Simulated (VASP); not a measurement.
# AlTl (F-43m) in VASP: notebook

AlTl is run at these levels: PBE; tasks: single point, relaxation of cell and atoms.

Everything below comes from runs of VASP 6.6.1. Logs are shortened: lines on timing, memory, paths and dates and some standing lists are left out, and cuts for length are marked.

## (1) The cell of the first run

Symmetry: F-43m, No. 216, cubic system. Conventional cell: a = 6.405 Å, b = 6.405 Å, c = 6.405 Å, α = 90.00°, β = 90.00°, γ = 90.00°. Al (site symmetry -43m) has 4 Tl at 2.77 Å within 3.7 Å. Tl (site symmetry -43m) has 4 Al at 2.77 Å within 3.7 Å.

The cell was generated, and may not be a known phase.

## (2) Single point, PBE

File INCAR:

```
PREC     = Accurate       # precision mode
ENCUT    = 520            # plane-wave cutoff, eV
EDIFF    = 1E-7           # SCF threshold, eV
ISMEAR   = 0              # smearing method
SIGMA    = 0.1            # smearing width, eV
LREAL    = False          # projectors in reciprocal space
LASPH    = True           # aspherical terms in the spheres
NELM     = 80             # most SCF steps
ALGO     = Fast           # electronic algorithm
ISIF     = 2              # what is computed and relaxed
LWAVE    = False          # write WAVECAR
LCHARG   = False          # write CHGCAR
GGA      = PE             # functional
NBANDS   = 15             # bands
```

File KPOINTS:

```
regular mesh
0
Gamma
  16 16 16
```

File POSCAR:

```
AlTl
1.0
    0.0000000000      3.2023160252      3.2023160252
    3.2023160252      0.0000000000      3.2023160252
    3.2023160252      3.2023160252      0.0000000000
Al Tl
1 1
Direct
    0.0000000000      0.0000000000      0.0000000000
    0.7500000000      0.7500000000      0.7500000000
```

Potentials or basis: VASP PAW PBE potentials, release 64 (Al, Tl_d).

On the command line:

```sh
$ cat potpaw_PBE.64/Al/POTCAR potpaw_PBE.64/Tl_d/POTCAR > POTCAR
$ mpirun -np 1 vasp_std > vasp.out
```

OUTCAR:

```text
PREC = Accurate
   ENCUT = 520
   EDIFF = 1E-7
   ISMEAR = 0
   LREAL = False
   LASPH = True
   NELM = 80
   ISIF = 2
   GGA = PE

 ion  position               nearest neighbor table
   1  0.000  0.000  0.000-   2 2.77   2 2.77   2 2.77   2 2.77
   2  0.750  0.750  0.750-   1 2.77   1 2.77   1 2.77   1 2.77

  LATTYP: Found a face centered cubic cell.
 ALAT       =     6.4046320504

  Lattice vectors:

 A1 = (   0.0000000000,   3.2023160252,   3.2023160252)
 A2 = (   3.2023160252,   0.0000000000,   3.2023160252)
 A3 = (   3.2023160252,   3.2023160252,   0.0000000000)

Analysis of symmetry for initial positions (statically):
=====================================================================
 Subroutine PRICEL returns:
 Original cell was already a primitive cell.

 Routine SETGRP: Setting up the symmetry group for a
 face centered cubic supercell.

 Subroutine GETGRP returns: Found 24 space group operations
 (whereof 24 operations were pure point group operations)
 out of a pool of 48 trial point group operations.

The static configuration has the point symmetry T_d .

Analysis of symmetry for dynamics (positions and initial velocities):
=====================================================================
 Subroutine PRICEL returns:
 Original cell was already a primitive cell.

 Routine SETGRP: Setting up the symmetry group for a
 face centered cubic supercell.

 Subroutine GETGRP returns: Found 24 space group operations
 (whereof 24 operations were pure point group operations)
 out of a pool of 48 trial point group operations.

The dynamic configuration has the point symmetry T_d .

 Subroutine INISYM returns: Found 24 space group operations
 (whereof 24 operations are pure point group operations),
 and found     1 'primitive' translations

----------------------------------------------------------------------------------------

                                     Primitive cell

  volume of cell :      65.6784

  direct lattice vectors                    reciprocal lattice vectors
     0.000000000  3.202316025  3.202316025    -0.156136995  0.156136995  0.156136995
     3.202316025  0.000000000  3.202316025     0.156136995 -0.156136995  0.156136995
     3.202316025  3.202316025  0.000000000     0.156136995  0.156136995 -0.156136995

  length of vectors
     4.528758754  4.528758754  4.528758754     0.270437208  0.270437208  0.270437208

  position of ions in fractional coordinates (direct lattice)
     0.000000000  0.000000000  0.000000000
     0.750000000  0.750000000  0.750000000

  ion indices of the primitive-cell ions
   primitive index   ion index
                 1           1
                 2           2

----------------------------------------------------------------------------------------

 KPOINTS: regular mesh

Automatic generation of k-mesh.
 Grid dimensions read from file:
 generate k-points for:   16   16   16

 Generating k-lattice:

  Cartesian coordinates                     Fractional coordinates (reciprocal lattice)
    -0.009758562  0.009758562  0.009758562     0.062500000  0.000000000  0.000000000
     0.009758562 -0.009758562  0.009758562     0.000000000  0.062500000  0.000000000
     0.009758562  0.009758562 -0.009758562     0.000000000  0.000000000  0.062500000

  Length of vectors
     0.016902325  0.016902325  0.016902325

  Shift w.r.t. Gamma in fractional coordinates (k-lattice)
     0.000000000  0.000000000  0.000000000

 Subroutine IBZKPT returns following result:
 ===========================================

 Found    145 irreducible k-points:

 Following reciprocal coordinates:
            Coordinates               Weight
  0.000000  0.000000  0.000000      1.000000
  0.062500  0.000000  0.000000      8.000000
  0.125000  0.000000  0.000000      8.000000
  0.187500  0.000000  0.000000      8.000000
  0.250000  0.000000  0.000000      8.000000
  0.312500  0.000000  0.000000      8.000000
[... 16 lines left out ...]
 -0.125000  0.062500  0.000000     24.000000
 -0.062500  0.062500  0.000000     12.000000
 [... further k-points ...]
   k-points           NKPTS =    145   k-points in BZ     NKDIM =    145   number of bands    NBANDS=     15
   number of dos      NEDOS =    301   number of ions     NIONS =      2
   total plane-waves  NPLWV =  46656
   dimension x,y,z NGX =    36 NGY =   36 NGZ =   36
   dimension x,y,z NGXF=    72 NGYF=   72 NGZF=   72
   ions per type =               1   1
   NGX,Y,Z   is equivalent  to a cutoff of  13.22, 13.22, 13.22 a.u.
   NGXF,Y,Z  is equivalent  to a cutoff of  26.43, 26.43, 26.43 a.u.
 SYSTEM =  unknown system
   PREC   = accura    normal or accurate (medium, high low for compatibility)
   ISTART =      0    job   : 0-new  1-cont  2-samecut
   ICHARG =      2    charge: 1-file 2-atom 10-const
   ISPIN  =      1    spin polarized calculation?
   LNONCOLLINEAR =      F non collinear calculations
   LSORBIT =      F    spin-orbit coupling
   LASPH  =      T    aspherical Exc in radial PAW
   ENCUT  =  520.0 eV  38.22 Ry    6.18 a.u.   8.42  8.42  8.42*2*pi/ulx,y,z
   NELM   =     80;   NELMIN=  2; NELMDL= -5     # of ELM steps
   EDIFF  = 0.1E-06   stopping-criterion for ELM
   LREAL  =      F    real-space projection
   EDIFFG = 0.1E-05   stopping-criterion for IOM
   NSW    =      0    number of steps for IOM
   IBRION =     -1    ionic relax: 0-MD 1-quasi-New 2-CG
   NFREE  =      0    steps in history (QN), initial steepest desc. (CG)
   ISIF   =      2    stress and relaxation
   ISYM   =      2    0-nonsym 1-usesym 2-fastsym
   POTIM  = 0.5000    time-step for ionic-motion
   TEBEG  =    0.0;   TEEND  =   0.0 temperature during run
   PSTRESS=    0.0 pullay stress
   NELECT =      16.0000    total number of electrons
   NUPDOWN=      -1.0000    fix difference up-down
   EMIN   =  10.00;   EMAX   =-10.00  energy-range for DOS
   EFERMI =   0.00;   METHOD = LEGACY
   ISMEAR =     0;   SIGMA  =   0.10  broadening in eV -4-tet -1-fermi 0-gaus
   EFERMI_NEDOS =   21; number of points for ismear=-14 and -15
   IALGO  =     68    algorithm
   IMIX   =      4    mixing-type and parameters
     AMIX     =   0.40;   BMIX     =  1.00
     AMIX_MAG =   1.60;   BMIX_MAG =  1.00
  volume/ion in A,a.u.               =      32.84       221.61
  Fermi-wavevector in a.u.,A,eV,Ry     =   1.022447  1.932144 14.223491  1.045397
  Thomas-Fermi vector in A             =   2.156126
   LORBIT       =      0    0 simple, 1 ext, 2 COOP (PROOUT), +10 PAW based schemes
   GGA     = PE    functional components
   LHFCALC =     F    Hartree Fock is set to
   AEXX    =    0.0000 exact exchange contribution
   IVDW    =     0    specifies the selected vdW correction
   LEPSILON=     F    determine dielectric tensor
   LRPA    =     F    only Hartree local field effects (RPA)
 non-spin polarized calculation
 RMM-DIIS sequential band-by-band and
 Gauss-broadening in eV      SIGMA  =   0.10
  energy-cutoff  :      520.00
  volume of cell :       65.68
 maximum number of plane-waves:      1807
 NGX is ok and might be reduce to    36
   NGX = 17   NGY = 17   NGZ = 17

 number of electron      16.0000001 magnetization

 Free energy of the ion-electron system (eV)
  ---------------------------------------------------
  ext. energy  EPLUGINS =         0.00000000
  ---------------------------------------------------
  free energy    TOTEN  =        -4.73246706 eV

  energy without entropy =       -4.72419722  energy(sigma->0) =       -4.72833214

 E-fermi :   3.3755     XC(G=0):  -8.4049

 val. band max:        3.3736721901   @ k =   0.5000   0.1250   0.0000
 cond. band min:       3.3796161548   @ k =   0.4375   0.3125   0.0625
 fundamental gap:      0.0059439647
 Fermi energy:         3.3755381736

 k-point     1 :       0.0000    0.0000    0.0000
  band No.  band energies     occupation
      1      -8.0766      2.00000
      2      -8.0766      2.00000
      3      -8.0766      2.00000
      4      -7.9355      2.00000
      5      -7.9355      2.00000
      6      -5.3006      2.00000
      7       5.6614      0.00000
      8       5.8196      0.00000
      9       5.8196      0.00000
     10       5.8196      0.00000
     11       7.4210      0.00000
     12       7.4210      0.00000
     13       7.4210      0.00000
     14       9.7391      0.00000
     15      12.4521      0.00000

 k-point     2 :       0.0625    0.0000    0.0000
  band No.  band energies     occupation
      1      -8.0776      2.00000
      2      -8.0748      2.00000
      3      -8.0748      2.00000
      4      -7.9355      2.00000
      5      -7.9355      2.00000
      6      -5.2609      2.00000
      7       4.7813      0.00000
      8       5.7168      0.00000
      9       5.7168      0.00000
     10       6.3264      0.00000
     11       7.5438      0.00000
     12       7.5438      0.00000
     13       7.6483      0.00000
     14       9.9914      0.00000
     15      12.1069      0.00000

 k-point     3 :       0.1250    0.0000    0.0000
  band No.  band energies     occupation
      1      -8.0807      2.00000
      2      -8.0700      2.00000
      3      -8.0700      2.00000
      4      -7.9354      2.00000
      5      -7.9354      2.00000
      6      -5.1428      2.00000
      7       3.7390      0.00000
      8       5.4828      0.00000
      9       5.4828      0.00000
     10       6.3521      0.00000
     11       7.8235      0.00000
     12       7.8235      0.00000
     13       8.3135      0.00000
     14      10.5914      0.00000
     15      11.6879      0.00000
[... 343 lines left out ...]
 k-point    23 :      -0.1250    0.0625    0.0000
  band No.  band energies     occupation
      1      -8.0839      2.00000
      2      -8.0678      2.00000
      3      -8.0640      2.00000
      4      -7.9378      2.00000
      5      -7.9328      2.00000
      6      -5.0516      2.00000
      7       3.3027      1.69721
      8       4.8100      0.00000
      9       5.5728      0.00000
     10       6.6356      0.00000
     11       7.7327      0.00000
     12       7.9357      0.00000
     13       8.8523      0.00000
     14      10.9368      0.00000
     15      11.2301      0.00000

 k-point    24 :      -0.0625    0.0625    0.0000
  band No.  band energies     occupation
      1      -8.0801      2.00000
      2      -8.0729      2.00000
      3      -8.0704      2.00000
      4      -7.9369      2.00000
      5      -7.9342      2.00000
      6      -5.1951      2.00000
      7       4.1961      0.00000
      8       5.2246      0.00000
      9       5.7382      0.00000
     10       6.6076      0.00000
     11       7.5326      0.00000
     12       7.6301      0.00000
     13       8.2033      0.00000
     14      10.3544      0.00000
     15      11.6042      0.00000

 [... further k-points ...]

------------------------ aborting loop because EDIFF is reached ----------------------------------------

  FORCE on cell =-STRESS in cart. coord.  units (eV):
  Direction    XX          YY          ZZ          XY          YZ          ZX
  --------------------------------------------------------------------------------------
  -------------------------------------------------------------------------------------
  Total       -0.0419630     -0.0419630     -0.0419630      0.0000000     -0.0000000      0.0000000
  in kB       -1.0236569     -1.0236569     -1.0236569      0.0000000     -0.0000000      0.0000000
  external PRESSURE =      -1.0236569 kB  Pullay stress =       0.0000000 kB

 VOLUME and BASIS-vectors are now :
 -----------------------------------------------------------------------------
  energy-cutoff  :      520.00
  volume of cell :       65.68
      direct lattice vectors                 reciprocal lattice vectors
     0.000000000  3.202316025  3.202316025    -0.156136995  0.156136995  0.156136995
     3.202316025  0.000000000  3.202316025     0.156136995 -0.156136995  0.156136995
     3.202316025  3.202316025  0.000000000     0.156136995  0.156136995 -0.156136995

 POSITION                                       TOTAL-FORCE (eV/Angst)
 -----------------------------------------------------------------------------------
      0.00000      0.00000      0.00000         0.000000     -0.000000     -0.000000
      4.80347      4.80347      4.80347        -0.000000      0.000000      0.000000
 -----------------------------------------------------------------------------------
    total drift:                                0.000000      0.000000      0.000000

  FREE ENERGIE OF THE ION-ELECTRON SYSTEM (eV)
  ---------------------------------------------------
  free  energy   TOTEN  =        -4.7324670620 eV

  energy  without entropy=       -4.7241972187  energy(sigma->0) =       -4.72833214
```

Run time: 3.6 min. Hardware: 1 thread of Oxide Virtual Turin-like, shared host; peak memory 0.28 GiB.

Results:

```yaml
Free_energy: -4.7325 eV
Pressure: -0.1 GPa
Band_gap_on_the_k_mesh: zero (bands 8 and 9 overlap by 3.52 eV)
```

Caveat: spin-orbit coupling is left out, which moves the levels of the heavy elements.

## (3) Relaxation of cell and atoms, PBE

This run uses another cell than the first one, of 33.13 Å³/atom.

File INCAR:

```
ALGO = Fast
EDIFF = 1E-7
EDIFFG = -0.01
ENCUT = 600
GGA = PE
IBRION = 2
ISIF = 3
ISMEAR = 0
LASPH = T
LCHARG = F
LREAL = F
LWAVE = F
NELM = 60
NSW = 100
PREC = Accurate
SIGMA = 0.1
```

File KPOINTS:

```
k-points
0
Gamma
  16 16 16
```

File POSCAR:

```
AlTl
1.0
    0.0000000000      3.2118561396      3.2118561396
    3.2118561396      0.0000000000      3.2118561396
    3.2118561396      3.2118561396      0.0000000000
Al Tl
1 1
Direct
    0.0000000000      0.0000000000      0.0000000000
    0.7500000000      0.7500000000      0.7500000000
```

Potentials or basis: VASP PAW PBE potentials, release 64 (Al, Tl_d).

On the command line:

```sh
$ cat potpaw_PBE.64/Al/POTCAR potpaw_PBE.64/Tl_d/POTCAR > POTCAR
$ mpirun -np 1 vasp_std > vasp.out
```

OUTCAR:

```text
EDIFF = 1E-7
   EDIFFG = -0.01
   ENCUT = 600
   GGA = PE
   IBRION = 2
   ISIF = 3
   ISMEAR = 0
   LASPH = T
   LREAL = F
   NELM = 60
   NSW = 100
   PREC = Accurate

 ion  position               nearest neighbor table
   1  0.000  0.000  0.000-   2 2.78   2 2.78   2 2.78   2 2.78
   2  0.750  0.750  0.750-   1 2.78   1 2.78   1 2.78   1 2.78

  LATTYP: Found a face centered cubic cell.
 ALAT       =     6.4237122792

  Lattice vectors:

 A1 = (   0.0000000000,   3.2118561396,   3.2118561396)
 A2 = (   3.2118561396,   0.0000000000,   3.2118561396)
 A3 = (   3.2118561396,   3.2118561396,   0.0000000000)

Analysis of symmetry for initial positions (statically):
[... 267 lines left out ...]
      2      -8.0615      2.00000
      3      -8.0615      2.00000
      4      -7.9195      2.00000
      5      -7.9195      2.00000
      6      -5.2940      2.00000
      7       5.7044      0.00000
      8       5.8456      0.00000
      9       5.8456      0.00000
     10       5.8456      0.00000
     11       7.4467      0.00000
     12       7.4467      0.00000
[... 331 lines left out ...]
 k-point    24 :      -0.0625    0.0625    0.0000
  band No.  band energies     occupation
      1      -8.0651      2.00000
      2      -8.0578      2.00000
      3      -8.0553      2.00000
      4      -7.9209      2.00000
      5      -7.9182      2.00000
      6      -5.1882      2.00000
      7       4.2259      0.00000
      8       5.2483      0.00000
      9       5.7641      0.00000
     10       6.6423      0.00000
     11       7.5583      0.00000
     12       7.6572      0.00000

 [... further k-points ...]

------------------------ aborting loop because EDIFF is reached ----------------------------------------

  FORCE on cell =-STRESS in cart. coord.  units (eV):
  Direction    XX          YY          ZZ          XY          YZ          ZX
  --------------------------------------------------------------------------------------
  -------------------------------------------------------------------------------------
  Total        0.0014804      0.0014804      0.0014804      0.0000000      0.0000000      0.0000000
  in kB        0.0362108      0.0362108      0.0362108      0.0000000      0.0000000      0.0000000
  external PRESSURE =       0.0362108 kB  Pullay stress =       0.0000000 kB
[... 17 lines left out ...]
  FREE ENERGIE OF THE ION-ELECTRON SYSTEM (eV)
  ---------------------------------------------------
  free  energy   TOTEN  =        -4.7326184502 eV

  energy  without entropy=       -4.7243632753  energy(sigma->0) =       -4.72849086

 reached required accuracy - stopping structural energy minimisation
```

CONTCAR:

```text
AlTl
   1.00000000000000
     0.0000000000000000    3.1994257087380031    3.1994257087380031
     3.1994257087380031    0.0000000000000000    3.1994257087380031
     3.1994257087380031    3.1994257087380031    0.0000000000000000
  Al              Tl
     1     1
Direct
     0.0000000000000000    0.0000000000000000    0.0000000000000000
     0.7500000000000000    0.7500000000000000    0.7500000000000000

  0.00000000E+00  0.00000000E+00  0.00000000E+00
  0.00000000E+00  0.00000000E+00  0.00000000E+00
```

It took 8.4 min on 1 thread of Oxide Virtual Turin-like, shared host; peak memory 0.3 GiB.

Results:

```yaml
Free_energy: -4.7326 eV
Relaxed_volume: 32.75 Å³/atom
Relaxed_cell: a = 4.525 Å, b = 4.525 Å, c = 4.525 Å, α = 60.00°, β = 60.00°, γ = 60.00°
Space_group_after_relaxing_to_0.1_Å: F-43m (No. 216)
Energy_gained_by_relaxing: 0.4 meV/atom
Ionic_steps: 3
Pressure_after_relaxing: 0.0 GPa
Band_gap_on_the_k_mesh: zero (bands 8 and 9 overlap by 3.53 eV)
```

The path:
```
step  energy change (eV)  largest force (eV/Å)  pressure (GPa)  volume (Å³)
   1              0.0000                0.0000           -0.27        66.27
   2             -0.0006                0.0000           -0.09        65.73
   3             -0.0007                0.0000            0.00        65.50
```

Final structure:
```yaml
crystal:
  lattice:
    - [0.00000, 3.19943, 3.19943]
    - [3.19943, 0.00000, 3.19943]
    - [3.19943, 3.19943, 0.00000]
  atoms:
    - { symbol: Al, position: [0.00000, 0.00000, 0.00000] }
    - { symbol: Tl, position: [0.75000, 0.75000, 0.75000] }
```

Levels at points of the mesh, in eV from the Fermi level:
| k point | band 4 | band 5 | band 6 | band 7 | band 8 | band 9 | band 10 | band 11 | band 12 |
| --- | --- | --- | --- | --- | --- | --- | --- | --- | --- |
| (0.00, 0.00, 0.00) | -11.31 | -11.31 | -8.69 | 2.31 | 2.45 | 2.45 | 2.45 | 4.05 | 4.05 |
| (0.50, 0.00, 0.00) | -11.30 | -11.30 | -7.00 | -4.03 | 1.12 | 1.12 | 2.25 | 4.96 | 4.96 |
| (0.50, 0.50, 0.00) | -11.36 | -11.28 | -6.18 | -4.31 | -0.42 | -0.42 | 2.25 | 2.75 | 9.69 |

Caveat: spin-orbit coupling is left out, which moves the levels of the heavy elements.
